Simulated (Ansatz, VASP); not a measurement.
**ZnSe in VASP and in Ansatz**

```
CELL_PARAMETERS angstrom
0.00000 2.86635 2.86635
2.86635 0.00000 2.86635
2.86635 2.86635 0.00000
ATOMIC_POSITIONS crystal
Zn 0.00000 0.00000 0.00000
Se 0.25000 0.25000 0.25000
```

Alike in both runs: functional PBE; k mesh 10 × 10 × 10; occupations fermi-dirac, width 0.02 eV; no spin polarisation.

Ansatz relaxed the structure, and its values are those at the end. VASP's run is a single point on that final structure, the one shown.

```csv
,VASP,Ansatz
version,VASP 6.6.1,Ansatz 0.2.0
potentials or method,"VASP PAW PBE potentials, release 64 (Zn, Se)","PAW with Ansatz's default frozen-core files, scalar-relativistic"
plane-wave cutoff (eV),520,420
valence electrons in the cell,18,28
```

|  | VASP | Ansatz | Ansatz less VASP |
| --- | --- | --- | --- |
| pressure (GPa) | 0.2 | 0.0 | -0.21 |

VASP's potentials hold 18 valence electrons a cell and Ansatz's 28, so a difference there can come from the potentials and not from the codes.
